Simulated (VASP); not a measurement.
Runs of VASP 6.6.1 on Ge. The structure is that of space group I4_1/amd (No. 141), or close to it. The cells are those of the table. 

```tsv
task	level	spin	cell	k mesh	cutoff (eV)	smearing	gap on the mesh (eV)	pressure (GPa)	relaxed volume (Å³/atom)
relaxation of cell and atoms	PBEsol	off	relaxed to 10 GPa from a = 3.900 Å, angles 97.4, 97.4, 138.0°, 2 atoms	11 × 11 × 11	600	fermi-dirac 0.05 eV	none	10.0	-
single point	r2SCAN	off	a = 3.847 Å, angles 97.4, 97.4, 138.0°, 2 atoms	11 × 11 × 11	520	fermi-dirac 0.05 eV	none	4.0	-
single point	r2SCAN	off	a = 3.874 Å, angles 97.4, 97.4, 138.0°, 2 atoms	11 × 11 × 11	520	fermi-dirac 0.05 eV	none	(a)	-
single point	PBE	off	a = 3.900 Å, angles 97.4, 97.4, 138.0°, 2 atoms	11 × 11 × 11	520	gaussian 0.021 eV	none	3.1	-
relaxation of cell and atoms	revPBE+D4	off	relaxed from a = 3.900 Å, angles 97.4, 97.4, 138.0°, 2 atoms	11 × 11 × 11	600	fermi-dirac 0.05 eV	none	0.0	18.33
single point	PBEsol	non-collinear, zero start, SOC	a = 3.900 Å, angles 97.4, 97.4, 138.0°, 2 atoms	8 × 8 × 8	520	fermi-dirac 0.05 eV	-	(b)	-
single point	PBEsol	off	a = 3.910 Å, angles 97.6, 97.6, 137.2°, 2 atoms	9 × 9 × 9	520	fermi-dirac 0.05 eV	none	-2.1	-
single point	PBEsol	off	a = 3.920 Å, angles 97.9, 97.9, 136.5°, 2 atoms	9 × 9 × 9	520	fermi-dirac 0.05 eV	none	-3.4	-
relaxation of cell and atoms	RPBE+D4	off	relaxed from a = 3.900 Å, angles 97.4, 97.4, 138.0°, 2 atoms	11 × 11 × 11	600	fermi-dirac 0.05 eV	none	0.0	18.24
single point	BLYP+D4	off	a = 3.965 Å, angles 97.4, 97.4, 138.1°, 2 atoms	11 × 11 × 11	520	fermi-dirac 0.05 eV	none	0.0	-
single point	revPBE	off	a = 3.982 Å, angles 97.3, 97.3, 138.2°, 2 atoms	11 × 11 × 11	520	fermi-dirac 0.05 eV	none	(c)	-
```

**Question.** Estimate the missing entries.

**Answer.** (a) 2.1; (b) -0.8; (c) -0.1.

Caveats: the PAW data sets were made with another functional, which shifts forces and pressure a little (at least some runs); the cell stands under pressure (at least some runs); the cell is relaxed towards a set pressure, so the run minimises the enthalpy, not the energy (at least some runs); the cell stands under tension (at least some runs).

A k mesh can miss the band edges, and rows without SOC leave out spin-orbit coupling on Ge.

A gap of «none» marks levels without a gap at the run's occupations.
